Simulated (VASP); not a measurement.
Crystal: Co3C2.

```
Co C
1.0
     3.20181    0.00000    0.00000
    -1.60091    2.77285    0.00000
     0.00000    0.00000    4.98150
Co C
3 2
Cartesian
  0.0000 0.0000 0.0000
  0.0000 1.8486 3.2131
  1.6009 0.9243 1.7684
  0.0000 1.8486 1.2205
  1.6009 0.9243 3.7610
```

```yaml
Program: VASP 6.6.1
Task: relaxation of cell and atoms
Functional: PBE
Potentials_or_basis: VASP PAW PBE potentials, release 64 (Co, C)
Cutoff: 600 eV
k_mesh: 6 × 6 × 4
Occupations: gaussian, width 0.1 eV
Spin: no spin polarisation
```

At the start: pressure -8.3 GPa; volume 8.85 Å³/atom.

Task: How do energy, volume and symmetry change on relaxing?

Result: Over 7 steps the energy falls by 42.7 meV/atom and the volume is 8.56 Å³/atom (-3.2 %); space group P-3m1 (No. 164, to 0.1 Å) before and after.

The path:
| step | energy change (eV) | largest force (eV/Å) | pressure (GPa) | volume (Å³) |
| --- | --- | --- | --- | --- |
| 1 | 0.0000 | 1.9355 | -8.31 | 44.23 |
| 2 | -0.1396 | 0.5046 | 12.54 | 41.35 |
| 3 | -0.1907 | 0.4312 | 4.39 | 42.27 |
| 4 | -0.2027 | 0.2837 | -2.90 | 43.31 |
| 5 | -0.2089 | 0.1265 | -0.29 | 42.92 |
| 6 | -0.2113 | 0.0808 | -0.13 | 42.88 |
| 7 | -0.2136 | 0.0137 | 0.29 | 42.79 |

Final structure:
```
Co C
1.0
     3.13742    0.00000    0.00000
    -1.56871    2.71709    0.00000
     0.00000    0.00000    5.02013
Co C
3 2
Direct
  0.00000 0.00000 0.00000
  0.33333 0.66667 0.66112
  0.66667 0.33333 0.33888
  0.33333 0.66667 0.24200
  0.66667 0.33333 0.75800
```

Caveat: the k points lie up to 0.39 Å⁻¹ apart in the final cell, too coarse for converged energies and pressures of a metal; the run has no spin polarisation, though such a crystal can be magnetic.
